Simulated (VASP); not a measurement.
# C (Fd-3m) in VASP: a series of runs

Aim: see how the results for C move with the level of theory and the settings. Levels: PBE+D3(BJ), PBE, r2SCAN+D4. Tasks: single point.

Program: VASP 6.6.1. These are calculated values, not measurements. Logs are shortened: lines on timing, memory, paths and dates and some standing lists are left out, and cuts for length are marked.

## 1. The cell of the first run

The structure is cubic, space group Fd-3m (No. 227). Conventional cell: a = 3.557 Å, b = 3.557 Å, c = 3.557 Å, α = 90.00°, β = 90.00°, γ = 90.00°. Within 2.1 Å of C (site symmetry -43m) lie 4 C at 1.54 Å.

## 2. Single point, PBE+D3(BJ)

INCAR reads:

```
PREC = Accurate ; ENCUT = 520
EDIFF = 1E-6 ; ISMEAR = 0
SIGMA = 0.01 ; LREAL = False
LASPH = True ; NELM = 100
ALGO = Normal ; ISIF = 2
LWAVE = False ; LCHARG = False
GGA = PE ; IVDW = 12
NBANDS = 11
```

KPOINTS reads:

```
regular mesh
0
Gamma
  8 8 8
```

POSCAR reads:

```
C
1.0
    0.0000000000      1.7784638369      1.7784638369
    1.7784638369      0.0000000000      1.7784638369
    1.7784638369      1.7784638369      0.0000000000
C
2
Direct
    0.0000000000      0.0000000000      0.0000000000
    0.2500000000      0.2500000000      0.2500000000
```

Potentials or basis: VASP PAW PBE potentials, release 64 (C).

The run is started by

```
cat potpaw_PBE.64/C/POTCAR > POTCAR
mpirun -np 1 vasp_std > vasp.out
```

OUTCAR:

```text
PREC = Accurate
   ENCUT = 520
   EDIFF = 1E-6
   ISMEAR = 0
   LREAL = False
   LASPH = True
   NELM = 100
   ISIF = 2
   GGA = PE
   IVDW = 12
 IVDW          = 12

 ion  position               nearest neighbor table
   1  0.000  0.000  0.000-   2 1.54   2 1.54   2 1.54   2 1.54
   2  0.250  0.250  0.250-   1 1.54   1 1.54   1 1.54   1 1.54

  LATTYP: Found a face centered cubic cell.
 ALAT       =     3.5569276738

  Lattice vectors:

 A1 = (   0.0000000000,   1.7784638369,   1.7784638369)
 A2 = (   1.7784638369,   0.0000000000,   1.7784638369)
 A3 = (   1.7784638369,   1.7784638369,   0.0000000000)

Analysis of symmetry for initial positions (statically):
=====================================================================
 Subroutine PRICEL returns:
 Original cell was already a primitive cell.

 Routine SETGRP: Setting up the symmetry group for a
 face centered cubic supercell.

 Subroutine GETGRP returns: Found 48 space group operations
 (whereof 24 operations were pure point group operations)
 out of a pool of 48 trial point group operations.

The static configuration has the point symmetry T_d .
 The point group associated with its full space group is O_h .

Analysis of symmetry for dynamics (positions and initial velocities):
=====================================================================
 Subroutine PRICEL returns:
 Original cell was already a primitive cell.

 Routine SETGRP: Setting up the symmetry group for a
 face centered cubic supercell.

 Subroutine GETGRP returns: Found 48 space group operations
 (whereof 24 operations were pure point group operations)
 out of a pool of 48 trial point group operations.

The dynamic configuration has the point symmetry T_d .
 The point group associated with its full space group is O_h .

 Subroutine INISYM returns: Found 48 space group operations
 (whereof 24 operations are pure point group operations),
 and found     1 'primitive' translations

----------------------------------------------------------------------------------------

                                     Primitive cell

  volume of cell :      11.2503

  direct lattice vectors                    reciprocal lattice vectors
     0.000000000  1.778463837  1.778463837    -0.281141505  0.281141505  0.281141505
     1.778463837  0.000000000  1.778463837     0.281141505 -0.281141505  0.281141505
     1.778463837  1.778463837  0.000000000     0.281141505  0.281141505 -0.281141505

  length of vectors
     2.515127678  2.515127678  2.515127678     0.486951371  0.486951371  0.486951371

  position of ions in fractional coordinates (direct lattice)
     0.000000000  0.000000000  0.000000000
     0.250000000  0.250000000  0.250000000

  ion indices of the primitive-cell ions
   primitive index   ion index
                 1           1
                 2           2

----------------------------------------------------------------------------------------

 KPOINTS: regular mesh

Automatic generation of k-mesh.
 Grid dimensions read from file:
 generate k-points for:    8    8    8

 Generating k-lattice:

  Cartesian coordinates                     Fractional coordinates (reciprocal lattice)
    -0.035142688  0.035142688  0.035142688     0.125000000  0.000000000  0.000000000
     0.035142688 -0.035142688  0.035142688     0.000000000  0.125000000  0.000000000
     0.035142688  0.035142688 -0.035142688     0.000000000  0.000000000  0.125000000

  Length of vectors
     0.060868921  0.060868921  0.060868921

  Shift w.r.t. Gamma in fractional coordinates (k-lattice)
     0.000000000  0.000000000  0.000000000

 Subroutine IBZKPT returns following result:
 ===========================================

 Found     29 irreducible k-points:

 Following reciprocal coordinates:
            Coordinates               Weight
  0.000000  0.000000  0.000000      1.000000
  0.125000  0.000000  0.000000      8.000000
  0.250000  0.000000  0.000000      8.000000
  0.375000  0.000000  0.000000      8.000000
  0.500000  0.000000  0.000000      4.000000
  0.125000  0.125000  0.000000      6.000000
[... 16 lines left out ...]
  0.500000  0.250000  0.125000     48.000000
 -0.375000  0.250000  0.125000     24.000000
 [... further k-points ...]
   k-points           NKPTS =     29   k-points in BZ     NKDIM =     29   number of bands    NBANDS=     11
   number of dos      NEDOS =    301   number of ions     NIONS =      2
   total plane-waves  NPLWV =   8000
   dimension x,y,z NGX =    20 NGY =   20 NGZ =   20
   dimension x,y,z NGXF=    40 NGYF=   40 NGZF=   40
   ions per type =               2
   NGX,Y,Z   is equivalent  to a cutoff of  13.22, 13.22, 13.22 a.u.
   NGXF,Y,Z  is equivalent  to a cutoff of  26.44, 26.44, 26.44 a.u.
 SYSTEM =  unknown system
   PREC   = accura    normal or accurate (medium, high low for compatibility)
   ISTART =      0    job   : 0-new  1-cont  2-samecut
   ICHARG =      2    charge: 1-file 2-atom 10-const
   ISPIN  =      1    spin polarized calculation?
   LNONCOLLINEAR =      F non collinear calculations
   LSORBIT =      F    spin-orbit coupling
   LASPH  =      T    aspherical Exc in radial PAW
   ENCUT  =  520.0 eV  38.22 Ry    6.18 a.u.   4.68  4.68  4.68*2*pi/ulx,y,z
   NELM   =    100;   NELMIN=  2; NELMDL= -5     # of ELM steps
   EDIFF  = 0.1E-05   stopping-criterion for ELM
   LREAL  =      F    real-space projection
   EDIFFG = 0.1E-04   stopping-criterion for IOM
   NSW    =      0    number of steps for IOM
   IBRION =     -1    ionic relax: 0-MD 1-quasi-New 2-CG
   NFREE  =      0    steps in history (QN), initial steepest desc. (CG)
   ISIF   =      2    stress and relaxation
   ISYM   =      2    0-nonsym 1-usesym 2-fastsym
   POTIM  = 0.5000    time-step for ionic-motion
   TEBEG  =    0.0;   TEEND  =   0.0 temperature during run
   PSTRESS=    0.0 pullay stress
   NELECT =       8.0000    total number of electrons
   NUPDOWN=      -1.0000    fix difference up-down
   EMIN   =  10.00;   EMAX   =-10.00  energy-range for DOS
   EFERMI =   0.00;   METHOD = LEGACY
   ISMEAR =     0;   SIGMA  =   0.01  broadening in eV -4-tet -1-fermi 0-gaus
   EFERMI_NEDOS =   21; number of points for ismear=-14 and -15
   IALGO  =     38    algorithm
   IMIX   =      4    mixing-type and parameters
     AMIX     =   0.40;   BMIX     =  1.00
     AMIX_MAG =   1.60;   BMIX_MAG =  1.00
  volume/ion in A,a.u.               =       5.63        37.96
  Fermi-wavevector in a.u.,A,eV,Ry     =   1.461223  2.761311 29.050782  2.135172
  Thomas-Fermi vector in A             =   2.577580
   LORBIT       =      0    0 simple, 1 ext, 2 COOP (PROOUT), +10 PAW based schemes
   GGA     = PE    functional components
   LHFCALC =     F    Hartree Fock is set to
   AEXX    =    0.0000 exact exchange contribution
   IVDW    =    12    specifies the selected vdW correction
   LEPSILON=     F    determine dielectric tensor
   LRPA    =     F    only Hartree local field effects (RPA)
 non-spin polarized calculation
 Gauss-broadening in eV      SIGMA  =   0.01
  energy-cutoff  :      520.00
  volume of cell :       11.25
 maximum number of plane-waves:       314
   NGX =  9   NGY =  9   NGZ =  9

 number of electron       7.9999999 magnetization

 Free energy of the ion-electron system (eV)
  ---------------------------------------------------
  ext. energy  EPLUGINS =         0.00000000
  ---------------------------------------------------
  free energy    TOTEN  =       -18.18176141 eV

  energy without entropy =      -18.18176141  energy(sigma->0) =      -18.18176141

 E-fermi :   9.8958     XC(G=0): -13.2923

 val. band max:        9.8504229005   @ k =   0.0000   0.0000   0.0000
 cond. band min:      14.0006862022   @ k =   0.3750   0.3750   0.0000
 fundamental gap:      4.1502633017
 Fermi energy:         9.8957523148

 k-point     1 :       0.0000    0.0000    0.0000
  band No.  band energies     occupation
      1     -11.7385      2.00000
      2       9.8504      2.00000
      3       9.8504      2.00000
      4       9.8504      2.00000
      5      15.4630      0.00000
      6      15.4630      0.00000
      7      15.4630      0.00000
      8      23.3724      0.00000
      9      29.2502      0.00000
     10      36.4755      0.00000
     11      36.4755      0.00000

 k-point     2 :       0.1250    0.0000    0.0000
  band No.  band energies     occupation
      1     -11.3037      2.00000
      2       7.4200      2.00000
      3       9.1921      2.00000
      4       9.1921      2.00000
      5      16.3292      0.00000
      6      16.3292      0.00000
      7      16.7682      0.00000
      8      23.7262      0.00000
      9      29.9024      0.00000
     10      33.3990      0.00000
     11      33.3990      0.00000

 k-point     3 :       0.2500    0.0000    0.0000
  band No.  band energies     occupation
      1     -10.0129      2.00000
      2       3.2198      2.00000
      3       8.0904      2.00000
      4       8.0904      2.00000
      5      17.6783      0.00000
      6      17.6783      0.00000
      7      18.0730      0.00000
      8      24.6234      0.00000
      9      30.6729      0.00000
     10      32.3138      0.00000
     11      32.3138      0.00000

 k-point     4 :       0.3750    0.0000    0.0000
  band No.  band energies     occupation
      1      -7.9330      2.00000
      2      -0.8866      2.00000
      3       7.3031      2.00000
      4       7.3031      2.00000
      5      18.2729      0.00000
      6      18.2729      0.00000
      7      18.6514      0.00000
      8      25.4100      0.00000
      9      31.1337      0.00000
     10      33.9460      0.00000
     11      33.9460      0.00000

 k-point     5 :       0.5000    0.0000    0.0000
  band No.  band energies     occupation
      1      -5.9149      2.00000
      2      -3.6138      2.00000
      3       7.0291      2.00000
      4       7.0291      2.00000
      5      18.3443      0.00000
      6      18.3443      0.00000
      7      18.8108      0.00000
      8      25.6244      0.00000
      9      31.8671      0.00000
     10      34.1836      0.00000
     11      35.9073      0.00000
[... 211 lines left out ...]
 k-point    21 :       0.5000    0.5000    0.0000
  band No.  band energies     occupation
      1      -2.9717      2.00000
      2      -2.9717      2.00000
      3       3.5021      2.00000
      4       3.5021      2.00000
      5      14.6258      0.00000
      6      14.6258      0.00000
      7      26.7851      0.00000
      8      26.7851      0.00000
      9      33.2427      0.00000
     10      33.2427      0.00000
     11      42.3535      0.00000

 k-point    22 :       0.3750    0.2500    0.1250
  band No.  band energies     occupation
      1      -8.8805      2.00000
      2       3.3109      2.00000
      3       4.3058      2.00000
      4       6.9432      2.00000
      5      16.4575      0.00000
      6      19.9540      0.00000
      7      21.5033      0.00000
      8      21.6852      0.00000
      9      30.6458      0.00000
     10      31.5523      0.00000
     11      35.6675      0.00000

 k-point    23 :       0.5000    0.2500    0.1250
  band No.  band energies     occupation
      1      -6.8412      2.00000
      2      -0.0502      2.00000
      3       3.5313      2.00000
      4       5.7372      2.00000
      5      17.8554      0.00000
      6      19.5440      0.00000
      7      22.3499      0.00000
      8      23.2809      0.00000
      9      30.1343      0.00000
     10      32.2998      0.00000
     11      36.1258      0.00000

 k-point    24 :      -0.3750    0.2500    0.1250
  band No.  band energies     occupation
      1      -4.8988      2.00000
      2      -2.5936      2.00000
      3       3.4999      2.00000
      4       5.1236      2.00000
      5      18.1764      0.00000
      6      19.3708      0.00000
      7      23.0162      0.00000
      8      24.8200      0.00000
      9      28.2510      0.00000
     10      33.9216      0.00000
     11      36.3060      0.00000

 [... further k-points ...]

------------------------ aborting loop because EDIFF is reached ----------------------------------------

 Edisp (eV)   -0.38576

 E8    (eV) :    -0.1110

  FORCE on cell =-STRESS in cart. coord.  units (eV):
  Direction    XX          YY          ZZ          XY          YZ          ZX
  --------------------------------------------------------------------------------------
  -------------------------------------------------------------------------------------
  Total       0.04993     0.04993     0.04993    -0.00000    -0.00000    -0.00000
  in kB       7.11019     7.11019     7.11019    -0.00000    -0.00000    -0.00000
  external pressure =        7.11 kB  Pullay stress =        0.00 kB

 VOLUME and BASIS-vectors are now :
 -----------------------------------------------------------------------------
  energy-cutoff  :      520.00
  volume of cell :       11.25
      direct lattice vectors                 reciprocal lattice vectors
     0.000000000  1.778463837  1.778463837    -0.281141505  0.281141505  0.281141505
     1.778463837  0.000000000  1.778463837     0.281141505 -0.281141505  0.281141505
     1.778463837  1.778463837  0.000000000     0.281141505  0.281141505 -0.281141505

 POSITION                                       TOTAL-FORCE (eV/Angst)
 -----------------------------------------------------------------------------------
      0.00000      0.00000      0.00000        -0.000000      0.000000     -0.000000
      0.88923      0.88923      0.88923         0.000000     -0.000000      0.000000
 -----------------------------------------------------------------------------------
    total drift:                                0.000000      0.000000      0.000000

  FREE ENERGIE OF THE ION-ELECTRON SYSTEM (eV)
  ---------------------------------------------------
  free  energy   TOTEN  =       -18.5675254661 eV

  energy  without entropy=      -18.5675254661  energy(sigma->0) =      -18.56752547
```

It took 10 s on 1 thread of AMD EPYC 7R13, shared host; peak memory 0.1 GiB.

Results:

```
Free energy                : -18.5675 eV
Pressure                   : 0.7 GPa
Band gap on the k mesh     : 4.15 eV, indirect (least direct gap 5.61 eV)
Dispersion energy per atom : -0.193 eV
```

Levels at points of the mesh, in eV from the valence-band top:
```
           k point  band 2  band 3  band 4  band 5  band 6  band 7
(0.00, 0.00, 0.00)    0.00    0.00    0.00    5.61    5.61    5.61
(0.50, 0.00, 0.00)  -13.46   -2.82   -2.82    8.49    8.49    8.96
(0.50, 0.50, 0.00)  -12.82   -6.35   -6.35    4.78    4.78   16.93
```

A k mesh can miss the band edges. A hybrid or GW would open this gap; PBE tends to underestimate it.

## 3. Single point, PBE

This run uses another cell than the first one, of 5.70 Å³/atom, 1.012 times its volume.

INCAR reads:

```
ALGO     = Normal         # electronic algorithm
EDIFF    = 1E-7           # SCF threshold, eV
ENCUT    = 520            # plane-wave cutoff, eV
GGA      = PE             # functional
ISIF     = 2              # what is computed and relaxed
ISMEAR   = 0              # smearing method
LASPH    = T              # aspherical terms in the spheres
LCHARG   = T              # write CHGCAR
LELF     = T              # ELF
LREAL    = F              # projectors in reciprocal space
LVHAR    = T            
LWAVE    = F              # write WAVECAR
NBANDS   = 11             # bands
NELM     = 100            # most SCF steps
PREC     = Accurate       # precision mode
SIGMA    = 0.01           # smearing width, eV
```

KPOINTS reads:

```
k-points
0
Gamma
  8 8 8
```

POSCAR reads:

```
C
1.0
    0.0000000000      1.7858176040      1.7858176040
    1.7858176040      0.0000000000      1.7858176040
    1.7858176040      1.7858176040      0.0000000000
C
2
Direct
    0.0000000000      0.0000000000      0.0000000000
    0.2500000000      0.2500000000      0.2500000000
```

Potentials or basis: VASP PAW PBE potentials, release 64 (C).

The run is started by

```
cat potpaw_PBE.64/C/POTCAR > POTCAR
mpirun -np 1 vasp_std > vasp.out
```

It took 10 s on 1 thread of AMD EPYC 7R13, shared host; peak memory 0.08 GiB.

It converged, with:

```
Free energy            : -18.1850 eV
Pressure               : 0.6 GPa
Band gap on the k mesh : 4.12 eV, indirect (least direct gap 5.58 eV)
```

Levels at points of the mesh, in eV from the valence-band top:
| k point | band 2 | band 3 | band 4 | band 5 | band 6 | band 7 |
| --- | --- | --- | --- | --- | --- | --- |
| (0.00, 0.00, 0.00) | 0.00 | 0.00 | 0.00 | 5.58 | 5.58 | 5.58 |
| (0.50, 0.00, 0.00) | -13.33 | -2.79 | -2.79 | 8.44 | 8.44 | 8.79 |
| (0.50, 0.50, 0.00) | -12.73 | -6.27 | -6.27 | 4.75 | 4.75 | 16.75 |

[end of part 1 of 2]
